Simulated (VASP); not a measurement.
# Al16CN16 (a cell with a defect) (C_i (largest void)) in VASP: a series of runs

Runs on Al16CN16 (a cell with a defect) (C_i (largest void)). Level: PBE. Tasks: single point.

Program: VASP 6.6.1. These are calculated values, not measurements. Logs are shortened: lines on timing, memory, paths and dates and some standing lists are left out, and cuts for length are marked.

**1. The cell of the first run**

The cell holds a defect, 33 atoms: a = 6.260 Å, b = 6.260 Å, c = 10.035 Å, α = 90.00°, β = 90.00°, γ = 120.00°.

**2. Single point, PBE**

The input, INCAR:

```
PREC     = Accurate       # precision mode
ENCUT    = 520            # plane-wave cutoff, eV
EDIFF    = 1E-6           # SCF threshold, eV
ISMEAR   = 0              # smearing method
SIGMA    = 0.01           # smearing width, eV
LREAL    = Auto         
LASPH    = T              # aspherical terms in the spheres
NELM     = 60             # most SCF steps
ALGO     = Normal         # electronic algorithm
ISIF     = 2              # what is computed and relaxed
LWAVE    = F              # write WAVECAR
LCHARG   = T              # write CHGCAR
GGA      = PE             # functional
LELF     = T              # ELF
LVHAR    = T            
NBANDS   = 88             # bands
```

The input, KPOINTS:

```
Automatic mesh
0
Gamma
  1 1 1
  0.25 0.25 0.25
```

The input, POSCAR:

```
Al16CN16
1.0
    6.2595139100      0.0000000600      0.0000000000
   -3.1297570100      5.4208980300      0.0000000000
    0.0000000000      0.0000000000     10.0348065900
Al N C
16 16 1
Direct
    0.3333333300      0.1666666700      0.2496176900
    0.1666666700      0.3333333300      0.4996176900
    0.3333333300      0.1666666700      0.7496176900
    0.1666666700      0.3333333300      0.9996176900
    0.3333333300      0.6666666700      0.2496176900
    0.1666666700      0.8333333300      0.4996176900
    0.3333333300      0.6666666700      0.7496176900
    0.1666666700      0.8333333300      0.9996176900
    0.8333333300      0.1666666700      0.2496176900
    0.6666666700      0.3333333300      0.4996176900
    0.8333333300      0.1666666700      0.7496176900
    0.6666666700      0.3333333300      0.9996176900
    0.8333333300      0.6666666700      0.2496176900
    0.6666666700      0.8333333300      0.4996176900
    0.8333333300      0.6666666700      0.7496176900
    0.6666666700      0.8333333300      0.9996176900
    0.3333333300      0.1666666700      0.4403823100
    0.1666666700      0.3333333300      0.1903823100
    0.3333333300      0.1666666700      0.9403823100
    0.1666666700      0.3333333300      0.6903823100
    0.3333333300      0.6666666700      0.4403823100
    0.1666666700      0.8333333300      0.1903823100
    0.3333333300      0.6666666700      0.9403823100
    0.1666666700      0.8333333300      0.6903823100
    0.8333333300      0.1666666700      0.4403823100
    0.6666666700      0.3333333300      0.1903823100
    0.8333333300      0.1666666700      0.9403823100
    0.6666666700      0.3333333300      0.6903823100
    0.8333333300      0.6666666700      0.4403823100
    0.6666666700      0.8333333300      0.1903823100
    0.8333333300      0.6666666700      0.9403823100
    0.6666666700      0.8333333300      0.6903823100
    0.0000000000      0.0000000000      0.3450000000
```

Potentials or basis: VASP PAW PBE potentials, release 64 (Al, N, C).

Command:

```sh
cat potpaw_PBE.64/Al/POTCAR potpaw_PBE.64/N/POTCAR potpaw_PBE.64/C/POTCAR > POTCAR
mpirun -np 1 vasp_std > vasp.out
```

OUTCAR:

```text
PREC = Accurate
   ENCUT = 520
   EDIFF = 1E-6
   ISMEAR = 0
   LREAL = Auto
   LASPH = T
   NELM = 60
   ISIF = 2
   GGA = PE

 ion  position               nearest neighbor table
   1  0.333  0.167  0.250-  18 1.90  26 1.90  22 1.90  17 1.91  33 2.04   4 3.09   2 3.09  12 3.09
                            10 3.09   8 3.09   6 3.09  13 3.13  13 3.13   9 3.13   9 3.13   5 3.13
   2  0.167  0.333  0.500-  17 1.90  25 1.90  21 1.90  20 1.91  33 2.38   3 3.09   1 3.09  11 3.09
                             9 3.09   7 3.09   5 3.09  14 3.13  14 3.13  10 3.13  10 3.13   6 3.13
   3  0.333  0.167  0.750-  20 1.90  28 1.90  24 1.90  19 1.91   2 3.09   4 3.09  10 3.09  12 3.09
                             6 3.09   8 3.09  15 3.13  15 3.13  11 3.13  11 3.13   7 3.13   7 3.13
   4  0.167  0.333  1.000-  19 1.90  27 1.90  23 1.90  18 1.91   1 3.09   3 3.09   9 3.09  11 3.09
                             5 3.09   7 3.09  16 3.13  16 3.13  12 3.13  12 3.13   8 3.13   8 3.13
   5  0.333  0.667  0.250-  22 1.90  30 1.90  18 1.90  21 1.91   6 3.09   8 3.09  14 3.09  16 3.09
                             2 3.09   4 3.09   9 3.13   9 3.13  13 3.13  13 3.13   1 3.13   1 3.13
   6  0.167  0.833  0.500-  21 1.90  29 1.90  17 1.90  24 1.91  33 2.38   7 3.09   5 3.09  15 3.09
                            13 3.09   3 3.09   1 3.09  10 3.13  10 3.13  14 3.13  14 3.13   2 3.13
   7  0.333  0.667  0.750-  24 1.90  32 1.90  20 1.90  23 1.91   6 3.09   8 3.09  14 3.09  16 3.09
                             2 3.09   4 3.09  11 3.13  11 3.13  15 3.13  15 3.13   3 3.13   3 3.13
   8  0.167  0.833  1.000-  23 1.90  31 1.90  19 1.90  22 1.91   5 3.09   7 3.09  13 3.09  15 3.09
                             1 3.09   3 3.09  12 3.13  12 3.13  16 3.13  16 3.13   4 3.13   4 3.13
   9  0.833  0.167  0.250-  26 1.90  18 1.90  30 1.90  25 1.91  33 2.04  12 3.09  10 3.09   4 3.09
[... 16 lines left out ...]
  18  0.167  0.333  0.190-   1 1.90   9 1.90   5 1.90   4 1.91
  19  0.333  0.167  0.940-   4 1.90  12 1.90   8 1.90   3 1.91
  20  0.167  0.333  0.690-   3 1.90  11 1.90   7 1.90   2 1.91
  21  0.333  0.667  0.440-   6 1.90  14 1.90   2 1.90   5 1.91
  22  0.167  0.833  0.190-   5 1.90  13 1.90   1 1.90   8 1.91
[... 8 lines left out ...]
  31  0.833  0.667  0.940-  16 1.90   8 1.90  12 1.90  15 1.91
  32  0.667  0.833  0.690-  15 1.90   7 1.90  11 1.90  14 1.91
  33  0.000  0.000  0.345-   1 2.04  13 2.04   9 2.04  14 2.38   2 2.38   6 2.38

  LATTYP: Found a hexagonal cell.
 ALAT       =     6.2595139100
 C/A-ratio  =     1.6031287308

  Lattice vectors:

 A1 = (   6.2595139100,   0.0000000600,   0.0000000000)
 A2 = (  -3.1297570100,   5.4208980300,   0.0000000000)
 A3 = (   0.0000000000,   0.0000000000,  10.0348065900)

Analysis of symmetry for initial positions (statically):
=====================================================================
 Subroutine PRICEL returns:
 Original cell was already a primitive cell.

 Routine SETGRP: Setting up the symmetry group for a
 hexagonal supercell.

 Subroutine GETGRP returns: Found  6 space group operations
 (whereof  6 operations were pure point group operations)
 out of a pool of 24 trial point group operations.

The static configuration has the point symmetry C_3v.

Analysis of symmetry for dynamics (positions and initial velocities):
=====================================================================
 Subroutine PRICEL returns:
 Original cell was already a primitive cell.

 Routine SETGRP: Setting up the symmetry group for a
 hexagonal supercell.

 Subroutine GETGRP returns: Found  6 space group operations
 (whereof  6 operations were pure point group operations)
 out of a pool of 24 trial point group operations.

The dynamic configuration has the point symmetry C_3v.

 Subroutine INISYM returns: Found  6 space group operations
 (whereof  6 operations are pure point group operations),
 and found     1 'primitive' translations

----------------------------------------------------------------------------------------

                                     Primitive cell

  volume of cell :     340.5029

  direct lattice vectors                    reciprocal lattice vectors
     6.259513910  0.000000060  0.000000000     0.159756813  0.092235641  0.000000000
    -3.129757010  5.420898030  0.000000000    -0.000000002  0.184471279  0.000000000
     0.000000000  0.000000000 10.034806590     0.000000000  0.000000000  0.099653141

  length of vectors
     6.259513910  6.259513910 10.034806590     0.184471279  0.184471279  0.099653141

  position of ions in fractional coordinates (direct lattice)
     0.333333330  0.166666670  0.249617690
     0.166666670  0.333333330  0.499617690
     0.333333330  0.166666670  0.749617690
     0.166666670  0.333333330  0.999617690
     0.333333330  0.666666670  0.249617690
     0.166666670  0.833333330  0.499617690
[... 25 lines left out ...]
     0.666666670  0.833333330  0.690382310
     0.000000000  0.000000000  0.345000000

  ion indices of the primitive-cell ions
   primitive index   ion index
                 1           1
                 2           2
                 3           3
                 4           4
                 5           5
                 6           6
[... 25 lines left out ...]
                32          32
                33          33

----------------------------------------------------------------------------------------

 KPOINTS: Automatic mesh

Automatic generation of k-mesh.
 Grid dimensions read from file:
 generate k-points for:    1    1    1

 Generating k-lattice:

  Cartesian coordinates                     Fractional coordinates (reciprocal lattice)
     0.159756813  0.092235641  0.000000000     1.000000000  0.000000000  0.000000000
    -0.000000002  0.184471279  0.000000000     0.000000000  1.000000000  0.000000000
     0.000000000  0.000000000  0.099653141     0.000000000  0.000000000  1.000000000

  Length of vectors
     0.184471279  0.184471279  0.099653141

  Shift w.r.t. Gamma in fractional coordinates (k-lattice)
     0.250000000  0.250000000  0.250000000

 Subroutine IBZKPT returns following result:
 ===========================================

 Found      1 irreducible k-points:

 Following reciprocal coordinates:
            Coordinates               Weight
  0.250000  0.250000  0.250000     12.000000
   k-points           NKPTS =      1   k-points in BZ     NKDIM =      1   number of bands    NBANDS=     88
   number of dos      NEDOS =    301   number of ions     NIONS =     33
   total plane-waves  NPLWV = 184320
   dimension x,y,z NGX =    48 NGY =   48 NGZ =   80
   dimension x,y,z NGXF=    96 NGYF=   96 NGZF=  160
   ions per type =              16  16   1
   NGX,Y,Z   is equivalent  to a cutoff of  12.75, 12.75, 13.25 a.u.
   NGXF,Y,Z  is equivalent  to a cutoff of  25.50, 25.50, 26.51 a.u.
 SYSTEM =  unknown system
   PREC   = accura    normal or accurate (medium, high low for compatibility)
   ISTART =      0    job   : 0-new  1-cont  2-samecut
   ICHARG =      2    charge: 1-file 2-atom 10-const
   ISPIN  =      1    spin polarized calculation?
   LNONCOLLINEAR =      F non collinear calculations
   LSORBIT =      F    spin-orbit coupling
   LASPH  =      T    aspherical Exc in radial PAW
   ENCUT  =  520.0 eV  38.22 Ry    6.18 a.u.  11.64 11.64 18.66*2*pi/ulx,y,z
   NELM   =     60;   NELMIN=  2; NELMDL= -5     # of ELM steps
   EDIFF  = 0.1E-05   stopping-criterion for ELM
   LREAL  =      T    real-space projection
   EDIFFG = 0.1E-04   stopping-criterion for IOM
   NSW    =      0    number of steps for IOM
   IBRION =     -1    ionic relax: 0-MD 1-quasi-New 2-CG
   NFREE  =      0    steps in history (QN), initial steepest desc. (CG)
   ISIF   =      2    stress and relaxation
   ISYM   =      2    0-nonsym 1-usesym 2-fastsym
   POTIM  = 0.5000    time-step for ionic-motion
   TEBEG  =    0.0;   TEEND  =   0.0 temperature during run
   PSTRESS=    0.0 pullay stress
   NELECT =     132.0000    total number of electrons
   NUPDOWN=      -1.0000    fix difference up-down
   EMIN   =  10.00;   EMAX   =-10.00  energy-range for DOS
   EFERMI =   0.00;   METHOD = LEGACY
   ISMEAR =     0;   SIGMA  =   0.01  broadening in eV -4-tet -1-fermi 0-gaus
   EFERMI_NEDOS =   21; number of points for ismear=-14 and -15
   IALGO  =     38    algorithm
   IMIX   =      4    mixing-type and parameters
     AMIX     =   0.40;   BMIX     =  1.00
     AMIX_MAG =   1.60;   BMIX_MAG =  1.00
  volume/ion in A,a.u.               =      10.32        69.63
  Fermi-wavevector in a.u.,A,eV,Ry     =   1.193693  2.255752 19.386971  1.424902
  Thomas-Fermi vector in A             =   2.329701
   LORBIT       =      0    0 simple, 1 ext, 2 COOP (PROOUT), +10 PAW based schemes
   GGA     = PE    functional components
   LHFCALC =     F    Hartree Fock is set to
   AEXX    =    0.0000 exact exchange contribution
   IVDW    =     0    specifies the selected vdW correction
   LEPSILON=     F    determine dielectric tensor
   LRPA    =     F    only Hartree local field effects (RPA)
 non-spin polarized calculation
 Gauss-broadening in eV      SIGMA  =   0.01
  energy-cutoff  :      520.00
  volume of cell :      340.50
 maximum number of plane-waves:      9148
 NGX is ok and might be reduce to    48
   NGX = 23   NGY = 23   NGZ = 37

 number of electron     131.9999982 magnetization

 Free energy of the ion-electron system (eV)
  ---------------------------------------------------
  ext. energy  EPLUGINS =         0.00000000
  ---------------------------------------------------
  free energy    TOTEN  =      -239.27500704 eV

  energy without entropy =     -239.27500704  energy(sigma->0) =     -239.27500704

 E-fermi :   9.3661     XC(G=0): -10.9788

 val. band max:        9.3136309051   @ k =   0.2500   0.2500   0.2500
 cond. band min:       9.5470578306   @ k =   0.2500   0.2500   0.2500
 fundamental gap:      0.2334269255
 Fermi energy:         9.3660681723

 k-point     1 :       0.2500    0.2500    0.2500
  band No.  band energies     occupation
      1      -9.0251      2.00000
      2      -8.2486      2.00000
      3      -8.0316      2.00000
      4      -7.9123      2.00000
      5      -7.4744      2.00000
      6      -7.4339      2.00000
[... 70 lines left out ...]
     77      12.9045      0.00000
     78      13.0244      0.00000
 [bands above 78 left out]

------------------------ aborting loop because EDIFF is reached ----------------------------------------

  FORCE on cell =-STRESS in cart. coord.  units (eV):
  Direction    XX          YY          ZZ          XY          YZ          ZX
  --------------------------------------------------------------------------------------
  -------------------------------------------------------------------------------------
  Total        8.4440307      8.4440307     17.3210716     -0.0000000      0.0000000      0.0000000
  in kB       39.7319178     39.7319178     81.5012900     -0.0000000      0.0000000      0.0000000
  external PRESSURE =      53.6550419 kB  Pullay stress =       0.0000000 kB

 VOLUME and BASIS-vectors are now :
 -----------------------------------------------------------------------------
  energy-cutoff  :      520.00
  volume of cell :      340.50
      direct lattice vectors                 reciprocal lattice vectors
     6.259513910  0.000000060  0.000000000     0.159756813  0.092235641  0.000000000
    -3.129757010  5.420898030  0.000000000    -0.000000002  0.184471279  0.000000000
     0.000000000  0.000000000 10.034806590     0.000000000  0.000000000  0.099653141

 POSITION                                       TOTAL-FORCE (eV/Angst)
 -----------------------------------------------------------------------------------
      1.56488      0.90348      2.50487        -0.299986     -0.173197     -0.530231
      0.00000      1.80697      5.01357        -0.000000      0.580186      0.379975
      1.56488      0.90348      7.52227         0.086949      0.050200      0.292378
      0.00000      1.80697     10.03097        -0.000000      0.055553      0.314355
     -0.00000      3.61393      2.50487        -0.000000     -0.000000     -0.471885
     -1.56488      4.51742      5.01357         0.502455     -0.290093      0.379975
[... 25 lines left out ...]
      1.56488      4.51742      6.92785         0.074573      0.043055     -0.322873
      0.00000      0.00000      3.46201        -0.000000     -0.000000      0.232038
 -----------------------------------------------------------------------------------
    total drift:                               -0.000002      0.000000      0.083343

  FREE ENERGIE OF THE ION-ELECTRON SYSTEM (eV)
  ---------------------------------------------------
  free  energy   TOTEN  =      -239.2750070353 eV

  energy  without entropy=     -239.2750070353  energy(sigma->0) =     -239.27500704
```

It took 2.3 min on 1 thread of AMD EPYC 7R43 (Zen 3), shared host; peak memory 0.38 GiB.

What came out:

| Quantity | Value |
| --- | --- |
| Free energy | -239.2750 eV |
| Pressure | 5.4 GPa |
| Largest force | 1.970 eV/Å |
| Band gap on the k mesh | 0.23 eV |

Forces in eV/Å, atoms in the order of the input:
```
Al  -0.300 -0.173 -0.530
Al   0.000  0.580  0.380
Al   0.087  0.050  0.292
Al   0.000  0.056  0.314
Al   0.000  0.000 -0.472
Al   0.502 -0.290  0.380
Al   0.000  0.000  0.265
Al   0.048 -0.028  0.314
Al   0.300 -0.173 -0.530
Al   0.000  0.000  1.197
Al  -0.087  0.050  0.292
Al   0.000  0.000  0.081
Al   0.000  0.346 -0.530
Al  -0.502 -0.290  0.380
Al   0.000 -0.100  0.292
Al  -0.048 -0.028  0.314
N    1.288  0.743  0.985
N    0.000  1.466 -1.315
N   -0.010 -0.006 -0.205
N    0.000 -0.086 -0.323
N    0.000  0.000 -0.008
N    1.270 -0.733 -1.315
N    0.000  0.000 -0.399
N   -0.075  0.043 -0.323
N   -1.288  0.743  0.985
N    0.000  0.000  0.151
N    0.010 -0.006 -0.205
N    0.000  0.000  0.159
N    0.000 -1.487  0.985
N   -1.270 -0.733 -1.315
N    0.000  0.012 -0.205
N    0.075  0.043 -0.323
C    0.000  0.000  0.232
```

Stress tensor (GPa, compression positive):
```
3.97 0.00 0.00
0.00 3.97 0.00
0.00 0.00 8.15
```

Caveat: the k points lie up to 1.16 Å⁻¹ apart.

[end of part 1 of 2]
